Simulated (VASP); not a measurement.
Set up this calculation in VASP 6.6.1, as the native input.

```yaml
Task: single point
Functional: PBEsol
Potentials_or_basis: VASP PAW PBE potentials, release 64 (Cu, O)
Cutoff: 520 eV
k_mesh: 7 × 7 × 4
Occupations: gaussian, width 0.4 eV
Spin: no spin polarisation
Dipole_correction: no
Further_INCAR_settings: ALGO = Normal; EDIFF = 1e-07; NBANDS = 25
```

The structure of CuO lies in POSCAR:

```
CuO
1.0
    2.8795009639      0.0000000000      0.0000000000
    0.0390727580      2.8792794796      0.0000000000
    0.0174953863      0.0172449008      5.1763391994
Cu O
2 2
Direct
    0.5000000000      0.0000000000      0.5000000000
    0.0000000000      0.5000000000      0.0000000000
    0.0015760300      0.9983282200      0.2501129000
    0.9984239700      0.0016717800      0.7498871000
```

These files were run (other wordings do the same):

INCAR

```
SYSTEM = CuO
ALGO = Normal
EDIFF = 1E-7
ENCUT = 520
GGA = PS
ISIF = 2
ISMEAR = 0
LASPH = .True.
LCHARG = .False.
LREAL = .False.
LWAVE = .False.
NBANDS = 25
NELM = 80
PREC = Accurate
SIGMA = 0.4
```

KPOINTS

```
k-points
0
Gamma
  7 7 4
  0 0 0
```

Potentials or basis: VASP PAW PBE potentials, release 64 (Cu, O).

Run with:

```sh
$ cat potpaw_PBE.64/Cu/POTCAR potpaw_PBE.64/O/POTCAR > POTCAR
$ mpirun -np 1 vasp_std > vasp.out
```

It gave:

```yaml
Pressure: -1.2 GPa
Largest_force: 0.012 eV/Å
Band_gap_on_the_k_mesh: zero (band 17 reaches 5.77 eV, above the bottom of band 18 at 4.63 eV)
```

Caveat: the PAW data sets were made with another functional, which shifts forces and pressure a little; semilocal functionals often make such compounds metallic where correlation or magnetic order opens a gap, which also shifts bond lengths.

Run time: 42 s on 1 thread of Intel(R) Xeon(R) 6975P-C (Granite Rapids) (shared host), peak memory 0.22 GiB.
